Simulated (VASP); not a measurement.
Write the native input for VASP 6.6.1 that does the following.

- Task: single point
- Functional: PBE
- Potentials or basis: VASP PAW PBE potentials, release 64 (Al, Si, N)
- Cutoff: 600 eV
- k mesh: 6 × 6 × 6
- Occupations: gaussian, width 0.1 eV
- Spin: no spin polarisation
- Dipole correction: no
- Further INCAR settings: ALGO = Normal; EDIFF = 1e-06; NBANDS = 13

The structure of AlSiN lies in POSCAR:

```
AlSiN
1.0
    3.3424458200      0.0000000000      0.0000000000
    0.0000000000      3.3654363400      0.0000000000
    0.0000000000      0.0000000000      3.3912082600
Al Si N
1 1 1
Direct
    0.0000000000      0.0000000000      0.0000000000
    0.5000000000      0.5000000000      0.5000000000
    0.5000000000      0.5000000000      0.0000000000
```

These files were run (other wordings do the same):

INCAR

```
  ALGO = Normal
  EDIFF = 1E-6
  ENCUT = 600
  GGA = PE
  GGA_COMPAT = F
  ISIF = 2
  ISMEAR = 0
  LASPH = T
  LCHARG = F
  LREAL = F
  LWAVE = F
  NBANDS = 13
  NELM = 120
  PREC = Accurate
  SIGMA = 0.1
```

KPOINTS

```
k-points
0
Gamma
  6 6 6
```

Potentials or basis: VASP PAW PBE potentials, release 64 (Al, Si, N).

Run with:

```bash
$ cat potpaw_PBE.64/Al/POTCAR potpaw_PBE.64/Si/POTCAR potpaw_PBE.64/N/POTCAR > POTCAR
$ mpirun -np 1 vasp_std > vasp.out
```

It gave:

```json
{
  "Pressure": "4.9 GPa",
  "Band gap on the k mesh": "zero (band 6 reaches 9.89 eV, above the bottom of band 7 at 6.98 eV)"
}
```

It took 16 s on 1 thread of AMD EPYC 9R45 96-Core Processor (Zen 5), on a shared host, peak memory 0.15 GiB.
